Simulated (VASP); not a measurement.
# Ta2N (C2/m) in VASP: single point with PBE

Aim: the single point of Ta2N with PBE.

Program: VASP 6.6.1. These are calculated values, not measurements. Logs are shortened: lines on timing, memory, paths and dates and some standing lists are left out, and cuts for length are marked.

### Step 1. The cell of the first run

It takes space group C2/m (No. 12, monoclinic). Conventional cell: a = 5.372 Å, b = 3.101 Å, c = 4.882 Å, α = 90.00°, β = 91.72°, γ = 90.00°. Within 2.9 Å of Ta (site symmetry m) lie 3 N at 2.17 to 2.21 Å. N (site symmetry 2/m) has 6 Ta at 2.17 to 2.21 Å within 2.9 Å.

### Step 2. Single point, PBE (strain +0.0300 x Voigt [0, 0, 0, 1, 0, 0])

Contents of INCAR:

```
PREC = Accurate
ENCUT = 520
EDIFF = 1E-6
ISMEAR = 0
SIGMA = 0.15
LREAL = False
LASPH = True
NELM = 100
ALGO = Normal
ISIF = 2
LWAVE = False
LCHARG = False
GGA = PE
NBANDS = 20
```

Contents of KPOINTS:

```
regular mesh
0
Gamma
  18 18 10
```

Contents of POSCAR:

```
Ta2N
1.0
    3.1011400584      0.0000000000      0.0000000000
   -1.5505700292      2.6856660713      0.0402849911
    0.0000000000      0.0732283506      4.8818900414
Ta N
2 1
Direct
    0.6666666667      0.3333333333      0.7449050326
    0.3333333333      0.6666666667      0.2550949674
    0.0000000000      0.0000000000      0.0000000000
```

Potentials or basis: VASP PAW PBE potentials, release 64 (Ta_pv, N).

Started as:

```console
> cat potpaw_PBE.64/Ta_pv/POTCAR potpaw_PBE.64/N/POTCAR > POTCAR
> mpirun -np 1 vasp_std > vasp.out
```

OUTCAR:

```text
PREC = Accurate
   ENCUT = 520
   EDIFF = 1E-6
   ISMEAR = 0
   LREAL = False
   LASPH = True
   NELM = 100
   ISIF = 2
   GGA = PE

 ion  position               nearest neighbor table
   1  0.667  0.333  0.745-   3 2.17   3 2.17   3 2.21   2 2.97   2 2.97   2 3.02   2 3.03   2 3.09
                             2 3.09
   2  0.333  0.667  0.255-   3 2.17   3 2.17   3 2.21   1 2.97   1 2.97   1 3.02   1 3.03   1 3.09
                             1 3.09
   3  0.000  0.000  0.000-   1 2.17   2 2.17   1 2.17   2 2.17   1 2.21   2 2.21

  LATTYP: Found a base centered monoclinic cell.
 ALAT       =     5.3719363835
 B/A-ratio  =     0.5772853282
 C/A-ratio  =     0.9088788241
 COS(beta)  =    -0.0299932515

  Lattice vectors:

 A1 = (  -1.5505700292,  -2.6856660713,  -0.0402849911)
 A2 = (   1.5505700292,  -2.6856660713,  -0.0402849911)
 A3 = (   0.0000000000,   0.0732283506,   4.8818900414)

Analysis of symmetry for initial positions (statically):
=====================================================================
 Subroutine PRICEL returns:
 Original cell was already a primitive cell.

 Routine SETGRP: Setting up the symmetry group for a
 base centered monoclinic supercell.

 Subroutine GETGRP returns: Found  4 space group operations
 (whereof  4 operations were pure point group operations)
 out of a pool of  4 trial point group operations.

The static configuration has the point symmetry C_2h.

Analysis of symmetry for dynamics (positions and initial velocities):
=====================================================================
 Subroutine PRICEL returns:
 Original cell was already a primitive cell.

 Routine SETGRP: Setting up the symmetry group for a
 base centered monoclinic supercell.

 Subroutine GETGRP returns: Found  4 space group operations
 (whereof  4 operations were pure point group operations)
 out of a pool of  4 trial point group operations.

The dynamic configuration has the point symmetry C_2h.

 Subroutine INISYM returns: Found  4 space group operations
 (whereof  4 operations are pure point group operations),
 and found     1 'primitive' translations

----------------------------------------------------------------------------------------

                                     Primitive cell

  volume of cell :      40.6503

  direct lattice vectors                    reciprocal lattice vectors
     3.101140058  0.000000000  0.000000000     0.322462056  0.186215453 -0.002793232
    -1.550570029  2.685666071  0.040284991     0.000000000  0.372430907 -0.005586464
     0.000000000  0.073228351  4.881890041     0.000000000 -0.003073272  0.204884797

  length of vectors
     3.101140058  3.101401706  4.882439223     0.372378537  0.372472803  0.204907845

  position of ions in fractional coordinates (direct lattice)
     0.666666667  0.333333333  0.744905033
     0.333333333  0.666666667  0.255094967
     0.000000000  0.000000000  0.000000000

  ion indices of the primitive-cell ions
   primitive index   ion index
                 1           1
                 2           2
                 3           3

----------------------------------------------------------------------------------------

 KPOINTS: regular mesh

Automatic generation of k-mesh.
 Grid dimensions read from file:
 generate k-points for:   18   18   10

 Generating k-lattice:

  Cartesian coordinates                     Fractional coordinates (reciprocal lattice)
     0.017914559  0.010345303 -0.000155180     0.055555556 -0.000000000 -0.000000000
     0.000000000  0.020690606 -0.000310359     0.000000000  0.055555556 -0.000000000
     0.000000000 -0.000307327  0.020488480     0.000000000 -0.000000000  0.100000000

  Length of vectors
     0.020687697  0.020692934  0.020490785

  Shift w.r.t. Gamma in fractional coordinates (k-lattice)
     0.000000000  0.000000000  0.000000000

 Subroutine IBZKPT returns following result:
 ===========================================

 Found    866 irreducible k-points:

 Following reciprocal coordinates:
            Coordinates               Weight
  0.000000  0.000000  0.000000      1.000000
  0.055556  0.000000 -0.000000      4.000000
  0.111111  0.000000 -0.000000      4.000000
  0.166667  0.000000  0.000000      4.000000
  0.222222  0.000000 -0.000000      4.000000
  0.277778  0.000000  0.000000      4.000000
[... 16 lines left out ...]
 -0.333333  0.055556  0.000000      4.000000
 -0.277778  0.055556 -0.000000      4.000000
 [... further k-points ...]
   k-points           NKPTS =    866   k-points in BZ     NKDIM =    866   number of bands    NBANDS=     20
   number of dos      NEDOS =    301   number of ions     NIONS =      3
   total plane-waves  NPLWV =  20736
   dimension x,y,z NGX =    24 NGY =   24 NGZ =   36
   dimension x,y,z NGXF=    48 NGYF=   48 NGZF=   72
   ions per type =               2   1
   NGX,Y,Z   is equivalent  to a cutoff of  12.87, 12.86, 12.26 a.u.
   NGXF,Y,Z  is equivalent  to a cutoff of  25.73, 25.73, 24.52 a.u.
 SYSTEM =  unknown system
   PREC   = accura    normal or accurate (medium, high low for compatibility)
   ISTART =      0    job   : 0-new  1-cont  2-samecut
   ICHARG =      2    charge: 1-file 2-atom 10-const
   ISPIN  =      1    spin polarized calculation?
   LNONCOLLINEAR =      F non collinear calculations
   LSORBIT =      F    spin-orbit coupling
   LASPH  =      T    aspherical Exc in radial PAW
   ENCUT  =  520.0 eV  38.22 Ry    6.18 a.u.   5.77  5.77  9.08*2*pi/ulx,y,z
   NELM   =    100;   NELMIN=  2; NELMDL= -5     # of ELM steps
   EDIFF  = 0.1E-05   stopping-criterion for ELM
   LREAL  =      F    real-space projection
   EDIFFG = 0.1E-04   stopping-criterion for IOM
   NSW    =      0    number of steps for IOM
   IBRION =     -1    ionic relax: 0-MD 1-quasi-New 2-CG
   NFREE  =      0    steps in history (QN), initial steepest desc. (CG)
   ISIF   =      2    stress and relaxation
   ISYM   =      2    0-nonsym 1-usesym 2-fastsym
   POTIM  = 0.5000    time-step for ionic-motion
   TEBEG  =    0.0;   TEEND  =   0.0 temperature during run
   PSTRESS=    0.0 pullay stress
   NELECT =      27.0000    total number of electrons
   NUPDOWN=      -1.0000    fix difference up-down
   EMIN   =  10.00;   EMAX   =-10.00  energy-range for DOS
   EFERMI =   0.00;   METHOD = LEGACY
   ISMEAR =     0;   SIGMA  =   0.15  broadening in eV -4-tet -1-fermi 0-gaus
   EFERMI_NEDOS =   21; number of points for ismear=-14 and -15
   IALGO  =     38    algorithm
   IMIX   =      4    mixing-type and parameters
     AMIX     =   0.40;   BMIX     =  1.00
     AMIX_MAG =   1.60;   BMIX_MAG =  1.00
  volume/ion in A,a.u.               =      13.55        91.44
  Fermi-wavevector in a.u.,A,eV,Ry     =   1.428373  2.699233 27.759266  2.040248
  Thomas-Fermi vector in A             =   2.548441
   LORBIT       =      0    0 simple, 1 ext, 2 COOP (PROOUT), +10 PAW based schemes
   GGA     = PE    functional components
   LHFCALC =     F    Hartree Fock is set to
   AEXX    =    0.0000 exact exchange contribution
   IVDW    =     0    specifies the selected vdW correction
   LEPSILON=     F    determine dielectric tensor
   LRPA    =     F    only Hartree local field effects (RPA)
 non-spin polarized calculation
 Gauss-broadening in eV      SIGMA  =   0.15
  energy-cutoff  :      520.00
  volume of cell :       40.65
 maximum number of plane-waves:      1116
   NGX = 11   NGY = 11   NGZ = 19

 number of electron      26.9999999 magnetization

 Free energy of the ion-electron system (eV)
  ---------------------------------------------------
  ext. energy  EPLUGINS =         0.00000000
  ---------------------------------------------------
  free energy    TOTEN  =       -34.37411975 eV

  energy without entropy =      -34.36050074  energy(sigma->0) =      -34.36731025

 E-fermi :   7.5095     XC(G=0): -12.8745

 val. band max:        7.5091099356   @ k =   0.4444   0.5000   0.3000
 cond. band min:       7.5102278534   @ k =   0.1667  -0.0000   0.3000
 fundamental gap:      0.0011179177
 Fermi energy:         7.5095315987

 k-point     1 :       0.0000    0.0000    0.0000
  band No.  band energies     occupation
      1     -28.1745      2.00000
      2     -27.4411      2.00000
      3     -27.4387      2.00000
      4     -27.3211      2.00000
      5     -27.3161      2.00000
      6     -27.2062      2.00000
[... 12 lines left out ...]
     19       8.7721      0.00000
     20      12.4767      0.00000

 k-point     2 :       0.0556    0.0000   -0.0000
  band No.  band energies     occupation
      1     -28.1651      2.00000
      2     -27.4586      2.00000
      3     -27.4473      2.00000
      4     -27.3370      2.00000
      5     -27.3213      2.00000
      6     -27.2093      2.00000
[... 12 lines left out ...]
     19       9.0249      0.00000
     20      12.4970      0.00000

 k-point     3 :       0.1111    0.0000   -0.0000
  band No.  band energies     occupation
      1     -28.1374      2.00000
      2     -27.5137      2.00000
      3     -27.4664      2.00000
      4     -27.3917      2.00000
      5     -27.3270      2.00000
      6     -27.2191      2.00000
[... 12 lines left out ...]
     19       9.6866      0.00000
     20      12.4486      0.00000

 k-point     4 :       0.1667    0.0000    0.0000
  band No.  band energies     occupation
      1     -28.0932      2.00000
      2     -27.5987      2.00000
      3     -27.4943      2.00000
      4     -27.4727      2.00000
      5     -27.3366      2.00000
      6     -27.2363      2.00000
[... 12 lines left out ...]
     19      10.5981      0.00000
     20      12.2624      0.00000

 k-point     5 :       0.2222    0.0000   -0.0000
  band No.  band energies     occupation
      1     -28.0357      2.00000
      2     -27.7031      2.00000
      3     -27.5678      2.00000
      4     -27.5270      2.00000
      5     -27.3499      2.00000
      6     -27.2612      2.00000
[... 12 lines left out ...]
     19      11.4797      0.00000
     20      12.0804      0.00000

 k-point     6 :       0.2778    0.0000    0.0000
  band No.  band energies     occupation
      1     -27.9700      2.00000
      2     -27.8129      2.00000
      3     -27.6647      2.00000
      4     -27.5603      2.00000
      5     -27.3658      2.00000
      6     -27.2932      2.00000
[... 12 lines left out ...]
     19      11.7482      0.00000
     20      12.5324      0.00000

 k-point     7 :       0.3333   -0.0000    0.0000
  band No.  band energies     occupation
      1     -27.9353      2.00000
      2     -27.8801      2.00000
      3     -27.7526      2.00000
      4     -27.5905      2.00000
      5     -27.3837      2.00000
      6     -27.3298      2.00000
[... 12 lines left out ...]
     19      11.7475      0.00000
     20      12.8497      0.00000
[... 277 lines left out ...]
 k-point    20 :       0.5000    0.0556   -0.0000
  band No.  band energies     occupation
      1     -28.0720      2.00000
      2     -27.8745      2.00000
      3     -27.7480      2.00000
      4     -27.6407      2.00000
      5     -27.4501      2.00000
      6     -27.3956      2.00000
[... 12 lines left out ...]
     19      11.8648      0.00000
     20      12.0856      0.00000

 k-point    21 :      -0.4444    0.0556    0.0000
  band No.  band energies     occupation
      1     -28.0354      2.00000
      2     -27.8472      2.00000
      3     -27.7873      2.00000
      4     -27.6304      2.00000
      5     -27.4282      2.00000
      6     -27.3811      2.00000
[... 12 lines left out ...]
     19      12.0518      0.00000
     20      12.2572      0.00000

 k-point    22 :      -0.3889    0.0556   -0.0000
  band No.  band energies     occupation
      1     -27.9675      2.00000
      2     -27.8494      2.00000
      3     -27.7942      2.00000
      4     -27.6077      2.00000
      5     -27.4053      2.00000
      6     -27.3506      2.00000
[... 12 lines left out ...]
     19      11.9881      0.00000
     20      12.6285      0.00000

 k-point    23 :      -0.3333    0.0556    0.0000
  band No.  band energies     occupation
      1     -27.9309      2.00000
      2     -27.8626      2.00000
      3     -27.7231      2.00000
      4     -27.5746      2.00000
      5     -27.3863      2.00000
      6     -27.3128      2.00000
[... 12 lines left out ...]
     19      11.8947      0.00000
     20      12.9324      0.00000

 k-point    24 :      -0.2778    0.0556   -0.0000
  band No.  band energies     occupation
      1     -27.9965      2.00000
      2     -27.7587      2.00000
      3     -27.6420      2.00000
      4     -27.5332      2.00000
      5     -27.3689      2.00000
      6     -27.2775      2.00000
[... 12 lines left out ...]
     19      11.8536      0.00000
     20      12.2310      0.00000

 [... further k-points ...]
[... 5 lines left out ...]
  --------------------------------------------------------------------------------------
  -------------------------------------------------------------------------------------
  Total        0.5335455     -0.2121508      0.2200524      0.0000000     -1.0997699      0.0000000
  in kB       21.0289874     -8.3616433      8.6730737      0.0000000    -43.3459712      0.0000000
  external PRESSURE =       7.1134726 kB  Pullay stress =       0.0000000 kB

 VOLUME and BASIS-vectors are now :
 -----------------------------------------------------------------------------
  energy-cutoff  :      520.00
  volume of cell :       40.65
      direct lattice vectors                 reciprocal lattice vectors
     3.101140058  0.000000000  0.000000000     0.322462056  0.186215453 -0.002793232
    -1.550570029  2.685666071  0.040284991     0.000000000  0.372430907 -0.005586464
     0.000000000  0.073228351  4.881890041     0.000000000 -0.003073272  0.204884797

 POSITION                                       TOTAL-FORCE (eV/Angst)
 -----------------------------------------------------------------------------------
      1.55057      0.94977      3.64997        -0.000000      0.138208     -0.052943
     -0.00000      1.80912      1.27220         0.000000     -0.138208      0.052943
      0.00000      0.00000      0.00000        -0.000000     -0.000000      0.000000
 -----------------------------------------------------------------------------------
    total drift:                                0.000000     -0.000000      0.000000

  FREE ENERGIE OF THE ION-ELECTRON SYSTEM (eV)
  ---------------------------------------------------
  free  energy   TOTEN  =       -34.3741197550 eV

  energy  without entropy=      -34.3605007378  energy(sigma->0) =      -34.36731025
```

Wall time 9.8 min (1 thread of Oxide Virtual Turin-like, shared host); peak memory 0.64 GiB.

Results:

| Property | Result |
| --- | --- |
| Free energy | -34.3741 eV |
| Pressure | 0.7 GPa |
| Largest force | 0.148 eV/Å |

Forces on the atoms (eV/Å):
```
Ta   0.000  0.138 -0.053
Ta   0.000 -0.138  0.053
N    0.000  0.000  0.000
```

Levels at points of the mesh, in eV from the Fermi level:
| k point | band 11 | band 12 | band 13 | band 14 | band 15 | band 16 |
| --- | --- | --- | --- | --- | --- | --- |
| (0.00, 0.00, 0.00) | -4.98 | -0.72 | -0.24 | -0.22 | 0.26 | 0.33 |
| (0.50, 0.00, 0.00) | -4.56 | -2.58 | -1.44 | 1.57 | 1.94 | 3.78 |
| (0.00, 0.50, 0.00) | -4.53 | -2.65 | -1.18 | 1.92 | 2.01 | 3.75 |
| (0.00, 0.00, 0.50) | -2.92 | -2.66 | -1.10 | -1.07 | 1.72 | 1.81 |
| (0.50, 0.00, 0.50) | -3.33 | -2.13 | -2.09 | -0.39 | 0.77 | 3.37 |
| (0.00, 0.50, 0.50) | -3.24 | -2.28 | -2.06 | -0.15 | 0.68 | 3.31 |

Caveat: the cell differs from its parent crystal (strain +0.0300 x Voigt [0, 0, 0, 1, 0, 0]); spin-orbit coupling is left out, which moves the levels of the heavy elements.
